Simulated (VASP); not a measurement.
Set up this calculation in VASP 6.6.1, as the native input.

| Quantity | Value |
| --- | --- |
| Task | electric field gradients |
| Functional | RPBE |
| Dispersion | D3(BJ) |
| Potentials or basis | VASP PAW PBE potentials, release 64 (Al) |
| Cutoff | 520 eV |
| k mesh | 12 × 12 × 12 |
| Occupations | fermi-dirac, width 0.02 eV |
| Spin | no spin polarisation |
| Dipole correction | no |
| Further INCAR settings | ALGO = Fast; EDIFF = 1e-08; NBANDS = 8 |

The structure of Al lies in POSCAR:

```
Al
1.0
   -1.7140883726      1.7140883726      1.7140883726
    1.7140883726     -1.7140883726      1.7140883726
    1.7140883726      1.7140883726     -1.7140883726
Al
1
Direct
    0.0000000000      0.0000000000      0.0000000000
```

This cell differs from its parent crystal: volume scaled by 1.25.

The input as run:

INCAR

```
  PREC = Accurate
  ENCUT = 520
  EDIFF = 1E-8
  ISMEAR = -1
  SIGMA = 0.02
  LREAL = False
  LASPH = True
  NELM = 100
  ALGO = Fast
  ISIF = 2
  LWAVE = False
  LCHARG = False
  GGA = RP
  IVDW = 12
  LEFG = True
  NBANDS = 8
```

KPOINTS

```
Automatic mesh
0
Gamma
  12 12 12
```

Potentials or basis: VASP PAW PBE potentials, release 64 (Al).

The run is started by

```bash
$ cat potpaw_PBE.64/Al/POTCAR > POTCAR
$ mpirun -np 1 vasp_std > vasp.out
```

It gave:

```json
{"Pressure": "-22.6 GPa", "Dispersion energy per atom": "-1.365 eV"}
```

Caveat: without QUAD_EFG the Cq values of the log hold for a quadrupole moment of 1 mb, not for the nuclei; the PAW data sets were made with another functional, which shifts forces and pressure a little; pairwise dispersion overbinds metals, which lowers pressure and volume.

It took 12 s on 1 thread of Intel(R) Xeon(R) Platinum 8488C (Sapphire Rapids) (shared host), peak memory 0.14 GiB.
